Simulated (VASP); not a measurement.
# Mn (Pm-3m) in VASP: further runs

The runs below take Mn through single point, relaxation of cell and atoms, with LDA.

All numbers are computed with VASP 6.6.1; they aren't measurements. Logs are shortened: lines on timing, memory, paths and dates and some standing lists are left out, and cuts for length are marked.

### Step 1. The cell of the first run

Symmetry: Pm-3m, No. 221, cubic system. Conventional cell: a = 2.230 Å, b = 2.230 Å, c = 2.230 Å, α = 90.00°, β = 90.00°, γ = 90.00°. Within 2.9 Å of Mn (site symmetry m-3m) lie 6 Mn at 2.23 Å.

### Step 2. Single point, LDA

Contents of INCAR:

```
SYSTEM = Mn
PREC = Accurate
ENCUT = 520
EDIFF = 1E-6
ISMEAR = -1
SIGMA = 0.1
LREAL = .False.
LASPH = .True.
NELM = 100
ALGO = Normal
ISIF = 2
LWAVE = .False.
LCHARG = .False.
NBANDS = 12
```

Contents of KPOINTS:

```
Automatic mesh
0
Gamma
  16 16 16
  0 0 0
```

Contents of POSCAR:

```
Mn
1.0
    2.2297844371      0.0000000000      0.0000000000
    0.0000000000      2.2297844371      0.0000000000
    0.0000000000      0.0000000000      2.2297844371
Mn
1
Direct
    0.0000000000      0.0000000000      0.0000000000
```

Potentials or basis: VASP PAW LDA potentials, release 64 (Mn_pv).

Command:

```bash
cat potpaw_LDA.64/Mn_pv/POTCAR > POTCAR
mpirun -np 1 vasp_std > vasp.out
```

OUTCAR:

```text
SYSTEM = Mn
   PREC = Accurate
   ENCUT = 520
   EDIFF = 1E-6
   ISMEAR = -1
   LREAL = .False.
   LASPH = .True.
   NELM = 100
   ISIF = 2

 ion  position               nearest neighbor table
   1  0.000  0.000  0.000-

  LATTYP: Found a simple cubic cell.
 ALAT       =     2.2297844371

  Lattice vectors:

 A1 = (   2.2297844371,   0.0000000000,   0.0000000000)
 A2 = (   0.0000000000,   2.2297844371,   0.0000000000)
 A3 = (   0.0000000000,   0.0000000000,   2.2297844371)

Analysis of symmetry for initial positions (statically):
=====================================================================
 Subroutine PRICEL returns:
 Original cell was already a primitive cell.

 Routine SETGRP: Setting up the symmetry group for a
 simple cubic supercell.

 Subroutine GETGRP returns: Found 48 space group operations
 (whereof 48 operations were pure point group operations)
 out of a pool of 48 trial point group operations.

The static configuration has the point symmetry O_h .

Analysis of symmetry for dynamics (positions and initial velocities):
=====================================================================
 Subroutine PRICEL returns:
 Original cell was already a primitive cell.

 Routine SETGRP: Setting up the symmetry group for a
 simple cubic supercell.

 Subroutine GETGRP returns: Found 48 space group operations
 (whereof 48 operations were pure point group operations)
 out of a pool of 48 trial point group operations.

The dynamic configuration has the point symmetry O_h .

 Subroutine INISYM returns: Found 48 space group operations
 (whereof 48 operations are pure point group operations),
 and found     1 'primitive' translations

----------------------------------------------------------------------------------------

                                     Primitive cell

  volume of cell :      11.0864

  direct lattice vectors                    reciprocal lattice vectors
     2.229784437  0.000000000  0.000000000     0.448473845  0.000000000  0.000000000
     0.000000000  2.229784437  0.000000000     0.000000000  0.448473845  0.000000000
     0.000000000  0.000000000  2.229784437     0.000000000  0.000000000  0.448473845

  length of vectors
     2.229784437  2.229784437  2.229784437     0.448473845  0.448473845  0.448473845

  position of ions in fractional coordinates (direct lattice)
     0.000000000  0.000000000  0.000000000

  ion indices of the primitive-cell ions
   primitive index   ion index
                 1           1

----------------------------------------------------------------------------------------

 KPOINTS: Automatic mesh

Automatic generation of k-mesh.
 Grid dimensions read from file:
 generate k-points for:   16   16   16

 Generating k-lattice:

  Cartesian coordinates                     Fractional coordinates (reciprocal lattice)
     0.028029615  0.000000000  0.000000000     0.062500000  0.000000000  0.000000000
     0.000000000  0.028029615  0.000000000     0.000000000  0.062500000  0.000000000
     0.000000000  0.000000000  0.028029615     0.000000000  0.000000000  0.062500000

  Length of vectors
     0.028029615  0.028029615  0.028029615

  Shift w.r.t. Gamma in fractional coordinates (k-lattice)
     0.000000000  0.000000000  0.000000000

 Subroutine IBZKPT returns following result:
 ===========================================

 Found    165 irreducible k-points:

 Following reciprocal coordinates:
            Coordinates               Weight
  0.000000  0.000000  0.000000      1.000000
  0.062500  0.000000  0.000000      6.000000
  0.125000  0.000000  0.000000      6.000000
  0.187500  0.000000  0.000000      6.000000
  0.250000  0.000000  0.000000      6.000000
  0.312500  0.000000  0.000000      6.000000
[... 16 lines left out ...]
  0.437500  0.125000  0.000000     24.000000
  0.500000  0.125000  0.000000     12.000000
 [... further k-points ...]
   k-points           NKPTS =    165   k-points in BZ     NKDIM =    165   number of bands    NBANDS=     12
   number of dos      NEDOS =    301   number of ions     NIONS =      1
   total plane-waves  NPLWV =   5832
   dimension x,y,z NGX =    18 NGY =   18 NGZ =   18
   dimension x,y,z NGXF=    36 NGYF=   36 NGZF=   36
   ions per type =               1
   NGX,Y,Z   is equivalent  to a cutoff of  13.42, 13.42, 13.42 a.u.
   NGXF,Y,Z  is equivalent  to a cutoff of  26.84, 26.84, 26.84 a.u.
 SYSTEM =  Mn
   PREC   = accura    normal or accurate (medium, high low for compatibility)
   ISTART =      0    job   : 0-new  1-cont  2-samecut
   ICHARG =      2    charge: 1-file 2-atom 10-const
   ISPIN  =      1    spin polarized calculation?
   LNONCOLLINEAR =      F non collinear calculations
   LSORBIT =      F    spin-orbit coupling
   LASPH  =      T    aspherical Exc in radial PAW
   ENCUT  =  520.0 eV  38.22 Ry    6.18 a.u.   4.15  4.15  4.15*2*pi/ulx,y,z
   NELM   =    100;   NELMIN=  2; NELMDL= -5     # of ELM steps
   EDIFF  = 0.1E-05   stopping-criterion for ELM
   LREAL  =      F    real-space projection
   EDIFFG = 0.1E-04   stopping-criterion for IOM
   NSW    =      0    number of steps for IOM
   IBRION =     -1    ionic relax: 0-MD 1-quasi-New 2-CG
   NFREE  =      0    steps in history (QN), initial steepest desc. (CG)
   ISIF   =      2    stress and relaxation
   ISYM   =      2    0-nonsym 1-usesym 2-fastsym
   POTIM  = 0.5000    time-step for ionic-motion
   TEBEG  =    0.0;   TEEND  =   0.0 temperature during run
   PSTRESS=    0.0 pullay stress
   NELECT =      13.0000    total number of electrons
   NUPDOWN=      -1.0000    fix difference up-down
   EMIN   =  10.00;   EMAX   =-10.00  energy-range for DOS
   EFERMI =   0.00;   METHOD = LEGACY
   ISMEAR =    -1;   SIGMA  =   0.10  broadening in eV -4-tet -1-fermi 0-gaus
   EFERMI_NEDOS =   21; number of points for ismear=-14 and -15
   IALGO  =     38    algorithm
   IMIX   =      4    mixing-type and parameters
     AMIX     =   0.40;   BMIX     =  1.00
     AMIX_MAG =   1.60;   BMIX_MAG =  1.00
  volume/ion in A,a.u.               =      11.09        74.81
  Fermi-wavevector in a.u.,A,eV,Ry     =   1.726340  3.262310 40.548773  2.980251
  Thomas-Fermi vector in A             =   2.801671
   LORBIT       =      0    0 simple, 1 ext, 2 COOP (PROOUT), +10 PAW based schemes
   GGA     = CA    functional components
   LHFCALC =     F    Hartree Fock is set to
   AEXX    =    0.0000 exact exchange contribution
   IVDW    =     0    specifies the selected vdW correction
   LEPSILON=     F    determine dielectric tensor
   LRPA    =     F    only Hartree local field effects (RPA)
 non-spin polarized calculation
  energy-cutoff  :      520.00
  volume of cell :       11.09
 maximum number of plane-waves:       308
 NGX is ok and might be reduce to    18
   NGX =  9   NGY =  9   NGZ =  9

 number of electron      12.9999997 magnetization

 Free energy of the ion-electron system (eV)
  ---------------------------------------------------
  ext. energy  EPLUGINS =         0.00000000
  ---------------------------------------------------
  free energy    TOTEN  =        -9.25550525 eV

  energy without entropy =       -9.19843054  energy(sigma->0) =       -9.22696789

 E-fermi :  10.2280     XC(G=0): -14.0480

 val. band max:       10.2260840702   @ k =   0.5000   0.3750   0.2500
 cond. band min:      10.2354173871   @ k =   0.5000   0.2500   0.0000
 fundamental gap:      0.0093333169
 Fermi energy:        10.2280275035

 k-point     1 :       0.0000    0.0000    0.0000
  band No.  band energies     occupation
      1     -37.0184      2.00000
      2     -37.0184      2.00000
      3     -37.0184      2.00000
      4       1.9708      2.00000
      5       6.2126      2.00000
      6       6.2126      2.00000
      7      12.0553      0.00000
      8      12.0553      0.00000
      9      12.0553      0.00000
     10      31.4709      0.00000
     11      31.4709      0.00000
     12      31.4709      0.00000

 k-point     2 :       0.0625    0.0000    0.0000
  band No.  band energies     occupation
      1     -37.0623      2.00000
      2     -37.0146      2.00000
      3     -37.0146      2.00000
      4       2.1069      2.00000
      5       6.2410      2.00000
      6       6.3100      2.00000
      7      11.9662      0.00000
      8      11.9662      0.00000
      9      12.0622      0.00000
     10      30.1645      0.00000
     11      31.6755      0.00000
     12      31.6755      0.00000

 k-point     3 :       0.1250    0.0000    0.0000
  band No.  band energies     occupation
      1     -37.1866      2.00000
      2     -37.0039      2.00000
      3     -37.0039      2.00000
      4       2.5014      2.00000
      5       6.3224      2.00000
      6       6.5943      2.00000
      7      11.7189      0.00000
      8      11.7189      0.00000
      9      12.0819      0.00000
     10      27.7357      0.00000
     11      32.2703      0.00000
     12      32.2703      0.00000
[... 286 lines left out ...]
 k-point    23 :       0.4375    0.1250    0.0000
  band No.  band energies     occupation
      1     -38.0636      2.00000
      2     -37.0813      2.00000
      3     -36.9093      2.00000
      4       6.5438      2.00000
      5       7.3362      2.00000
      6       8.0192      2.00000
      7      10.1503      1.37015
      8      11.3759      0.00002
      9      11.9442      0.00000
     10      18.0406      0.00000
     11      31.9057      0.00000
     12      36.0786      0.00000

 k-point    24 :       0.5000    0.1250    0.0000
  band No.  band energies     occupation
      1     -38.1039      2.00000
      2     -37.0771      2.00000
      3     -36.9055      2.00000
      4       6.8244      2.00000
      5       7.4950      2.00000
      6       7.7556      2.00000
      7      10.0834      1.61893
      8      11.6259      0.00000
      9      11.9527      0.00000
     10      17.5375      0.00000
     11      32.0774      0.00000
     12      36.6926      0.00000

 [... further k-points ...]

------------------------ aborting loop because EDIFF is reached ----------------------------------------

  FORCE on cell =-STRESS in cart. coord.  units (eV):
  Direction    XX          YY          ZZ          XY          YZ          ZX
  --------------------------------------------------------------------------------------
  -------------------------------------------------------------------------------------
  Total        0.0581234      0.0581234      0.0581234      0.0000000      0.0000000      0.0000000
  in kB        8.3998749      8.3998749      8.3998749      0.0000000      0.0000000      0.0000000
  external PRESSURE =       8.3998749 kB  Pullay stress =       0.0000000 kB

 VOLUME and BASIS-vectors are now :
 -----------------------------------------------------------------------------
  energy-cutoff  :      520.00
  volume of cell :       11.09
      direct lattice vectors                 reciprocal lattice vectors
     2.229784437  0.000000000  0.000000000     0.448473845  0.000000000  0.000000000
     0.000000000  2.229784437  0.000000000     0.000000000  0.448473845  0.000000000
     0.000000000  0.000000000  2.229784437     0.000000000  0.000000000  0.448473845

 POSITION                                       TOTAL-FORCE (eV/Angst)
 -----------------------------------------------------------------------------------
      0.00000      0.00000      0.00000         0.000000      0.000000      0.000000
 -----------------------------------------------------------------------------------
    total drift:                                0.000000      0.000000     -0.000000

  FREE ENERGIE OF THE ION-ELECTRON SYSTEM (eV)
  ---------------------------------------------------
  free  energy   TOTEN  =        -9.2555052457 eV

  energy  without entropy=       -9.1984305428  energy(sigma->0) =       -9.22696789
```

Run time: 9.8 s. Hardware: 1 thread of AMD EPYC 9R45 (Zen 5), shared host; peak memory 0.09 GiB.

Results:

- Free energy: -9.2555 eV
- Pressure: 0.8 GPa

Caveat: the run has no spin polarisation, though such a crystal can be magnetic.

### Step 3. Single point, LDA (volume scaled by 1.04)

Contents of INCAR:

```
SYSTEM = Mn
  ALGO = Normal
  EDIFF = 1E-6
  ENCUT = 520
  GGA = CA
  ISIF = 2
  ISMEAR = -1
  LASPH = .True.
  LCHARG = .False.
  LREAL = .False.
  LWAVE = .False.
  NBANDS = 12
  NELM = 80
  PREC = Accurate
  SIGMA = 0.1
```

Contents of KPOINTS:

```
k-points
0
Gamma
  16 16 16
  0 0 0
```

Contents of POSCAR:

```
Mn
1.0
    2.2591270709      0.0000000000      0.0000000000
    0.0000000000      2.2591270709      0.0000000000
    0.0000000000      0.0000000000      2.2591270709
Mn
1
Direct
    0.0000000000      0.0000000000      0.0000000000
```

Potentials or basis: VASP PAW LDA potentials, release 64 (Mn_pv).

Command:

```bash
cat potpaw_LDA.64/Mn_pv/POTCAR > POTCAR
mpirun -np 1 vasp_std > vasp.out
```

OUTCAR:

```text
SYSTEM = Mn
   EDIFF = 1E-6
   ENCUT = 520
   GGA = CA
   ISIF = 2
   ISMEAR = -1
   LASPH = .True.
   LREAL = .False.
   NELM = 80
   PREC = Accurate

 ion  position               nearest neighbor table
   1  0.000  0.000  0.000-

  LATTYP: Found a simple cubic cell.
 ALAT       =     2.2591270709

  Lattice vectors:

 A1 = (   2.2591270709,   0.0000000000,   0.0000000000)
 A2 = (   0.0000000000,   2.2591270709,   0.0000000000)
 A3 = (   0.0000000000,   0.0000000000,   2.2591270709)

Analysis of symmetry for initial positions (statically):
=====================================================================
 Subroutine PRICEL returns:
 Original cell was already a primitive cell.

 Routine SETGRP: Setting up the symmetry group for a
 simple cubic supercell.

 Subroutine GETGRP returns: Found 48 space group operations
 (whereof 48 operations were pure point group operations)
 out of a pool of 48 trial point group operations.

The static configuration has the point symmetry O_h .

Analysis of symmetry for dynamics (positions and initial velocities):
[... 167 lines left out ...]
      2     -37.5932      2.00000
      3     -37.5932      2.00000
      4       1.5982      2.00000
      5       5.8596      2.00000
      6       5.8596      2.00000
      7      11.3969      0.00000
      8      11.3969      0.00000
      9      11.3969      0.00000
     10      30.4012      0.00000
     11      30.4012      0.00000
     12      30.4012      0.00000
[... 331 lines left out ...]
 k-point    24 :       0.5000    0.1250    0.0000
  band No.  band energies     occupation
      1     -38.5593      2.00000
      2     -37.6460      2.00000
      3     -37.4934      2.00000
      4       6.3720      2.00000
      5       7.0561      2.00000
      6       7.3178      2.00000
      7       9.5382      1.57501
      8      11.0078      0.00000
      9      11.3002      0.00000
     10      16.6277      0.00000
     11      31.1423      0.00000
     12      35.5944      0.00000

 [... further k-points ...]

------------------------ aborting loop because EDIFF is reached ----------------------------------------

  FORCE on cell =-STRESS in cart. coord.  units (eV):
  Direction    XX          YY          ZZ          XY          YZ          ZX
  --------------------------------------------------------------------------------------
  -------------------------------------------------------------------------------------
  Total       -0.6098287     -0.6098287     -0.6098287      0.0000000     -0.0000000      0.0000000
  in kB      -84.7415642    -84.7415642    -84.7415642      0.0000000     -0.0000000      0.0000000
  external PRESSURE =     -84.7415642 kB  Pullay stress =       0.0000000 kB

 VOLUME and BASIS-vectors are now :
 -----------------------------------------------------------------------------
  energy-cutoff  :      520.00
  volume of cell :       11.53
      direct lattice vectors                 reciprocal lattice vectors
     2.259127071  0.000000000  0.000000000     0.442648850  0.000000000  0.000000000
     0.000000000  2.259127071  0.000000000     0.000000000  0.442648850  0.000000000
     0.000000000  0.000000000  2.259127071     0.000000000  0.000000000  0.442648850

 POSITION                                       TOTAL-FORCE (eV/Angst)
 -----------------------------------------------------------------------------------
      0.00000      0.00000      0.00000         0.000000      0.000000      0.000000
 -----------------------------------------------------------------------------------
    total drift:                                0.000000      0.000000     -0.000000

  FREE ENERGIE OF THE ION-ELECTRON SYSTEM (eV)
  ---------------------------------------------------
  free  energy   TOTEN  =        -9.2446724670 eV

  energy  without entropy=       -9.1845655008  energy(sigma->0) =       -9.21461898
```

OSZICAR:

```text
N       E                     dE             d eps       ncg     rms          rms(c)
DAV:   1     0.810480717948E+02    0.81048E+02   -0.77900E+03  4024   0.137E+03
DAV:   2    -0.891085417540E+01   -0.89959E+02   -0.86237E+02  4068   0.315E+02
DAV:   3    -0.103942118735E+02   -0.14834E+01   -0.14787E+01  4320   0.485E+01
DAV:   4    -0.104040009461E+02   -0.97891E-02   -0.97885E-02  4324   0.380E+00
DAV:   5    -0.104041413438E+02   -0.14040E-03   -0.14040E-03  4340   0.455E-01    0.116E+01
DAV:   6    -0.930906102013E+01    0.10951E+01   -0.41865E+00  4152   0.357E+01    0.172E+00
DAV:   7    -0.925434864467E+01    0.54712E-01   -0.18181E-01  4324   0.764E+00    0.964E-01
DAV:   8    -0.924481065135E+01    0.95380E-02   -0.36906E-03  4592   0.793E-01    0.139E-01
DAV:   9    -0.924466459600E+01    0.14606E-03   -0.43799E-04  4200   0.339E-01    0.200E-02
DAV:  10    -0.924467280986E+01   -0.82139E-05   -0.55671E-06  4292   0.313E-02    0.636E-03
DAV:  11    -0.924467246699E+01    0.34287E-06   -0.95468E-07  2612   0.169E-02
   1 F= -.92446725E+01 E0= -.92146190E+01  d E =-.601070E-01
```

It took 10 s on 1 thread of AMD EPYC 9R45 (Zen 5), shared host; peak memory 0.09 GiB.

What came out:

```
Free energy : -9.2447 eV
Pressure    : -8.5 GPa
```

Caveat: the run has no spin polarisation, though such a crystal can be magnetic. Spin polarisation is off, so any magnetic state and its effect on volume and gap are missing.

### Step 4. Single point, LDA (volume scaled by 1.08)

Contents of INCAR:

```
SYSTEM = Mn
PREC = Accurate
ENCUT = 520
EDIFF = 1E-7
ISMEAR = -1
SIGMA = 0.1
LREAL = .FALSE.
LASPH = .TRUE.
NELM = 100
ALGO = Normal
ISIF = 2
LWAVE = .FALSE.
LCHARG = .FALSE.
NBANDS = 12
```

Contents of KPOINTS:

```
regular mesh
0
G
  16 16 16
  0 0 0
```

Contents of POSCAR:

```
Mn
1.0
    2.2877266522      0.0000000000      0.0000000000
    0.0000000000      2.2877266522      0.0000000000
    0.0000000000      0.0000000000      2.2877266522
Mn
1
Direct
    0.0000000000      0.0000000000      0.0000000000
```

Command:

```bash
cat potpaw_LDA.64/Mn_pv/POTCAR > POTCAR
mpirun -np 1 vasp_std > vasp.out
```

Run time: 11 s. Hardware: 1 thread of AMD EPYC 9R45 (Zen 5), shared host; peak memory 0.1 GiB.

It converged, with:

```
Free energy : -9.2106 eV
Pressure    : -16.0 GPa
```

Levels at points of the mesh, in eV from the Fermi level:
```
           k point  band 4  band 5  band 6  band 7  band 8  band 9
(0.00, 0.00, 0.00)   -7.89   -3.62   -3.62    1.64    1.64    1.64
(0.50, 0.00, 0.00)   -3.59   -2.91   -0.92   -0.17   -0.17    1.80
(0.50, 0.50, 0.00)   -4.87   -2.22    0.21    0.21    2.92    6.07
(0.50, 0.50, 0.50)   -3.37   -3.37   -3.37    3.02    3.02   12.14
```

Caveat: the run has no spin polarisation, though such a crystal can be magnetic. Spin polarisation is off, so any magnetic state and its effect on volume and gap are missing.

[end of part 1 of 2]
